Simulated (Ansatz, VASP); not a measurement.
## Two plane-wave programs on Si3Se2

```
CELL_PARAMETERS angstrom
4.67948 0.00000 0.00000
0.00000 4.67948 0.00000
0.00000 0.00000 4.67948
ATOMIC_POSITIONS crystal
Si 0.50000 0.00000 0.00000
Si 0.00000 0.50000 0.00000
Si 0.00000 0.00000 0.50000
Se 0.50000 0.50000 0.50000
Se 0.00000 0.00000 0.00000
```

Change from the starting cell: species swapped into the Tl2F3 type (Pm-3m, No. 221).

Alike in both runs: task relaxation of cell and atoms; functional PBE; k mesh 4 × 4 × 4; occupations gaussian, width 0.2 eV; no spin polarisation.

```csv
,VASP,Ansatz
version,VASP 6.6.1,Ansatz 0.2.0
potentials or method,"VASP PAW PBE potentials, release 64 (Si, Se), cutoff 500 eV","scalar-relativistic, plane waves, PAW"
valence electrons in the cell,24,44
```

|  | VASP | Ansatz | Ansatz less VASP |
| --- | --- | --- | --- |
| gap on the k mesh at the Fermi level, each at its own relaxed structure (eV) | none | none | - |
| relaxed volume (Å³/atom) | 25.18 | 25.24 | +0.063 |
| relaxed cell length with the largest relative difference (Å) | 5.012 | 5.016 | +0.0042 |

A gap of «none» marks a metal or a gap that the smearing closes. VASP's potentials hold 24 valence electrons a cell and Ansatz's 44, so a difference there can come from the potentials and not from the codes.

Noted on VASP's run: the volume moved by over 15 % at a fixed basis, so the end points are rough.
